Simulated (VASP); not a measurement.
# TiC (Immm) in VASP: a series of runs, part 2 of 2

VASP 6.6.1. The steps go on from the part before.

## Step 3: Single point, PBEsol (strain +0.1125 x Voigt [0, 0, 0, 0, 0, 1])

Input file INCAR:

```
  PREC = Accurate
  ENCUT = 520
  EDIFF = 1E-7
  ISMEAR = 0
  SIGMA = 0.15
  LREAL = F
  LASPH = T
  NELM = 80
  ALGO = Normal
  ISIF = 2
  LWAVE = F
  LCHARG = T
  GGA = PS
  LELF = T
  LVHAR = T
  NBANDS = 15
```

Input file KPOINTS:

```
Automatic mesh
0
Gamma
  18 18 18
```

Input file POSCAR:

```
TiC
1.0
    0.1217250000      2.1640000000      2.1640000000
    2.1640000000      0.1217250000      2.1640000000
    2.2857250000      2.2857250000      0.0000000000
Ti C
1 1
Direct
    0.0000000000      0.0000000000      0.0000000000
    0.5000000000      0.5000000000      0.5000000000
```

Potentials or basis: VASP PAW PBE potentials, release 64 (Ti_sv, C).

Started as:

```bash
$ cat potpaw_PBE.64/Ti_sv/POTCAR potpaw_PBE.64/C/POTCAR > POTCAR
$ mpirun -np 1 vasp_std > vasp.out
```

Run time: 2 min. Hardware: 1 thread of AMD EPYC 9R45 (Zen 5), shared host; peak memory 0.33 GiB.

The run converged. Its results:

- Free energy: -19.6632 eV
- Pressure: -5.0 GPa
- Band gap on the k mesh: zero (bands 8 and 9 overlap by 1.51 eV)

Stress tensor (GPa, compression positive):
```
 -4.55 -18.80   0.00
-18.80  -4.55   0.00
  0.00   0.00  -5.79
```

Levels at points of the mesh, in eV from the Fermi level:
| k point | band 5 | band 6 | band 7 | band 8 | band 9 | band 10 | band 11 | band 12 |
| --- | --- | --- | --- | --- | --- | --- | --- | --- |
| (0.00, 0.00, 0.00) | -12.47 | 0.09 | 0.42 | 1.18 | 1.23 | 1.57 | 1.77 | 1.79 |
| (0.50, 0.00, 0.00) | -8.60 | -5.94 | -3.59 | -2.89 | 2.77 | 3.03 | 4.53 | 7.68 |
| (0.50, 0.50, 0.00) | -10.19 | -3.52 | -1.76 | -0.80 | 0.74 | 2.77 | 3.51 | 3.52 |
| (0.00, 0.00, 0.50) | -9.21 | -5.98 | -3.01 | -2.14 | 2.22 | 3.06 | 3.98 | 7.83 |
| (0.50, 0.00, 0.50) | -10.08 | -3.53 | -1.74 | -0.09 | -0.05 | 2.58 | 3.45 | 3.54 |

Caveat: the cell differs from its parent crystal (strain +0.1125 x Voigt [0, 0, 0, 0, 0, 1]); the cell stands under tension; the PAW data sets were made with another functional, which shifts forces and pressure a little.

## Step 4: Single point, PBEsol (strain +0.1312 x Voigt [0, 0, 0, 0, 0, 1])

Input file INCAR:

```
SYSTEM = TiC
ALGO = Normal
EDIFF = 1E-7
ENCUT = 520
GGA = PS
ISIF = 2
ISMEAR = 0
LASPH = .TRUE.
LCHARG = .FALSE.
LREAL = .FALSE.
LWAVE = .FALSE.
NBANDS = 15
NELM = 100
PREC = Accurate
SIGMA = 0.15
```

Input file KPOINTS:

```
k-points
0
G
  18 18 18
  0 0 0
```

Input file POSCAR:

```
TiC
1.0
    0.1419584000      2.1640000000      2.1640000000
    2.1640000000      0.1419584000      2.1640000000
    2.3059584000      2.3059584000      0.0000000000
Ti C
1 1
Direct
    0.0000000000      0.0000000000      0.0000000000
    0.5000000000      0.5000000000      0.5000000000
```

Potentials or basis: VASP PAW PBE potentials, release 64 (Ti_sv, C).

Started as:

```bash
$ cat potpaw_PBE.64/Ti_sv/POTCAR potpaw_PBE.64/C/POTCAR > POTCAR
$ mpirun -np 1 vasp_std > vasp.out
```

OUTCAR:

```text
SYSTEM = TiC
   EDIFF = 1E-7
   ENCUT = 520
   GGA = PS
   ISIF = 2
   ISMEAR = 0
   LASPH = .TRUE.
   LREAL = .FALSE.
   NELM = 100
   PREC = Accurate

 ion  position               nearest neighbor table
   1  0.000  0.000  0.000-   2 2.16   2 2.16   2 2.17   2 2.17   2 2.17   2 2.17
   2  0.500  0.500  0.500-   1 2.16   1 2.16   1 2.17   1 2.17   1 2.17   1 2.17

  LATTYP: Found a body centered orthorhombic cell.
 ALAT       =     2.8595986544
 B/A-ratio  =     1.1404109589
 C/A-ratio  =     1.5134991036

  Lattice vectors:

[... 611 lines left out ...]
     11      12.2199      0.00000
     12      14.7132      0.00000
     13      15.8456      0.00000
     14      20.6591      0.00000
     15      23.9748      0.00000

 [... further k-points ...]
[... 5 lines left out ...]
  --------------------------------------------------------------------------------------
  -------------------------------------------------------------------------------------
  Total       -0.5037982     -0.5037982     -0.7394519     -2.7475063      0.0000000      0.0000000
  in kB      -39.9980126    -39.9980126    -58.7072469   -218.1325468      0.0000000      0.0000000
  external PRESSURE =     -46.2344240 kB  Pullay stress =       0.0000000 kB

 VOLUME and BASIS-vectors are now :
 -----------------------------------------------------------------------------
  energy-cutoff  :      520.00
  volume of cell :       20.18
      direct lattice vectors                 reciprocal lattice vectors
     0.141958400  2.164000000  2.164000000    -0.247274834  0.247274834  0.231053604
     2.164000000  0.141958400  2.164000000     0.247274834 -0.247274834  0.231053604
     2.305958400  2.305958400  0.000000000     0.216829584  0.216829584 -0.231053604

 POSITION                                       TOTAL-FORCE (eV/Angst)
 -----------------------------------------------------------------------------------
      0.00000      0.00000      0.00000        -0.000000      0.000000      0.000000
      2.30596      2.30596      2.16400         0.000000     -0.000000      0.000000
 -----------------------------------------------------------------------------------
    total drift:                                0.000000     -0.000000     -0.000000

  FREE ENERGIE OF THE ION-ELECTRON SYSTEM (eV)
  ---------------------------------------------------
  free  energy   TOTEN  =       -19.6157634992 eV

  energy  without entropy=      -19.6122501221  energy(sigma->0) =      -19.61400681
```

Run time: 2.4 min. Hardware: 1 thread of AMD EPYC 9R45 (Zen 5), shared host; peak memory 0.33 GiB.

What came out:

* Free energy: -19.6158 eV
* Pressure: -4.6 GPa
* Band gap on the k mesh: zero (bands 8 and 9 overlap by 1.50 eV)

Caveat: the cell differs from its parent crystal (strain +0.1312 x Voigt [0, 0, 0, 0, 0, 1]); the cell stands under tension; the PAW data sets were made with another functional, which shifts forces and pressure a little.

## Step 5: Single point, PBEsol (strain +0.0937 x Voigt [0, 0, 0, 0, 0, 1])

Input file INCAR:

```
PREC = Accurate
ENCUT = 520
EDIFF = 1E-6
ISMEAR = 0
SIGMA = 0.15
LREAL = False
LASPH = True
NELM = 80
ALGO = Normal
ISIF = 2
LWAVE = False
LCHARG = False
GGA = PS
NBANDS = 15
```

Input file KPOINTS:

```
regular mesh
0
Gamma
  18 18 18
```

Input file POSCAR:

```
TiC
1.0
    0.1013834000      2.1640000000      2.1640000000
    2.1640000000      0.1013834000      2.1640000000
    2.2653834000      2.2653834000      0.0000000000
Ti C
1 1
Direct
    0.0000000000      0.0000000000      0.0000000000
    0.5000000000      0.5000000000      0.5000000000
```

Started as:

```bash
$ cat potpaw_PBE.64/Ti_sv/POTCAR potpaw_PBE.64/C/POTCAR > POTCAR
$ mpirun -np 1 vasp_std > vasp.out
```

Run time: 1.8 min. Hardware: 1 thread of AMD EPYC 9R45 (Zen 5), shared host; peak memory 0.34 GiB.

The run converged. Its results:

```
Free energy            : -19.7037 eV
Pressure               : -5.3 GPa
Band gap on the k mesh : zero (bands 8 and 9 overlap by 1.43 eV)
```

Stress tensor (GPa, compression positive):
```
 -5.04 -15.73   0.00
-15.73  -5.04   0.00
  0.00   0.00  -5.81
```

Levels at points of the mesh, in eV from the Fermi level:
| k point | band 5 | band 6 | band 7 | band 8 | band 9 | band 10 | band 11 | band 12 |
| --- | --- | --- | --- | --- | --- | --- | --- | --- |
| (0.00, 0.00, 0.00) | -12.45 | 0.19 | 0.49 | 1.09 | 1.30 | 1.61 | 1.76 | 1.77 |
| (0.50, 0.00, 0.00) | -8.64 | -5.93 | -3.49 | -2.89 | 2.79 | 3.05 | 4.44 | 7.76 |
| (0.50, 0.50, 0.00) | -10.15 | -3.50 | -1.74 | -0.67 | 0.61 | 2.76 | 3.51 | 3.52 |
| (0.00, 0.00, 0.50) | -9.14 | -5.96 | -2.99 | -2.28 | 2.37 | 3.04 | 3.99 | 7.90 |
| (0.50, 0.00, 0.50) | -10.08 | -3.50 | -1.72 | -0.07 | -0.04 | 2.62 | 3.47 | 3.54 |

Caveat: the cell differs from its parent crystal (strain +0.0937 x Voigt [0, 0, 0, 0, 0, 1]); the cell stands under tension; the PAW data sets were made with another functional, which shifts forces and pressure a little.

## Step 6: Summary

| cell | gap on the mesh (eV) | pressure (GPa) |
| --- | --- | --- |
| a = 3.065, b = 3.065, c = 2.831 Å, angles 62.5, 62.5, 64.9°, 2 atoms | none | -4.3 |
| a = 3.063, b = 3.063, c = 3.233 Å, angles 58.1, 58.1, 56.3°, 2 atoms | none | -5.0 |
| a = 3.064, b = 3.064, c = 3.261 Å, angles 57.8, 57.8, 55.6°, 2 atoms | none | -4.6 |
| a = 3.062, b = 3.062, c = 3.204 Å, angles 58.5, 58.5, 56.9°, 2 atoms | none | -5.3 |

Alike in all rows: task single point; level PBEsol; potentials or basis VASP PAW PBE potentials, release 64 (Ti_sv, C); no spin polarisation; k mesh 18 × 18 × 18; cutoff (eV) 520; smearing gaussian 0.15 eV.

Caveats: the cell stands under tension; the PAW data sets were made with another functional, which shifts forces and pressure a little.

Total energies depend on the potentials used, so only differences within one code and one set of settings carry meaning.
